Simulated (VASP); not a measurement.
Set up this calculation in VASP 6.6.1, as the native input.

- Task: single point
- Functional: r2SCAN
- Potentials or basis: VASP PAW PBE potentials, release 64 (B, P)
- Cutoff: 520 eV
- k mesh: 10 × 10 × 10
- Occupations: gaussian, width 0.05 eV
- Spin: no spin polarisation
- Dipole correction: no
- Further INCAR settings: ALGO = Normal; EDIFF = 1e-06; NBANDS = 11

The system is BP.

```xyz
2
Lattice="0.0000 2.1669 2.2690 2.2690 0.0000 2.2690 2.2690 2.1669 0.0000" Properties=species:S:1:pos:R:3 pbc="T T T"
B     0.0000    0.0000    0.0000
P     3.4035    3.2503    3.4035
```

This cell differs from its parent crystal: strain -0.0450 x Voigt [0, 1, 0, 0, 0, 0].

One way to write it, as run:

POSCAR

```
BP
1.0
    0.0000000000      2.1668950000      2.2690000000
    2.2690000000      0.0000000000      2.2690000000
    2.2690000000      2.1668950000      0.0000000000
B P
1 1
Direct
    0.0000000000      0.0000000000      0.0000000000
    0.7500000000      0.7500000000      0.7500000000
```

INCAR.step1

```
SYSTEM = BP
PREC = Accurate
ENCUT = 520
ISMEAR = 0
SIGMA = 0.05
LREAL = .False.
LASPH = .True.
NELM = 60
NBANDS = 11
GGA = PE
ALGO = Normal
EDIFF = 1E-4
LWAVE = .True.
LCHARG = .False.
```

INCAR.step2

```
SYSTEM = BP
PREC = Accurate
ENCUT = 520
EDIFF = 1E-6
ISMEAR = 0
SIGMA = 0.05
LREAL = .False.
LASPH = .True.
NELM = 60
ALGO = Normal
ISIF = 2
LWAVE = .False.
LCHARG = .True.
METAGGA = R2SCAN
LMIXTAU = .True.
LELF = .True.
LVHAR = .True.
NBANDS = 11
ISTART = 1
```

KPOINTS

```
regular mesh
0
Gamma
  10 10 10
  0 0 0
```

Potentials or basis: VASP PAW PBE potentials, release 64 (B, P).

Launch:

```sh
$ cat potpaw_PBE.64/B/POTCAR potpaw_PBE.64/P/POTCAR > POTCAR
$ cp INCAR.step1 INCAR
$ mpirun -np 1 vasp_std > vasp.out
$ cp INCAR.step2 INCAR
$ mpirun -np 1 vasp_std > vasp.out
```

It gave:

The pressure is 7.7 GPa and the band gap on the k mesh is 0.65 eV (least direct gap 3.22 eV).

Caveat: the cell differs from its parent crystal (strain -0.0450 x Voigt [0, 1, 0, 0, 0, 0]); the cell stands under pressure; the PAW data sets were made with another functional, which shifts forces and pressure a little.

It took 33 s on 1 thread of Intel(R) Xeon(R) Platinum 8488C (Sapphire Rapids), on a shared host, peak memory 0.14 GiB.
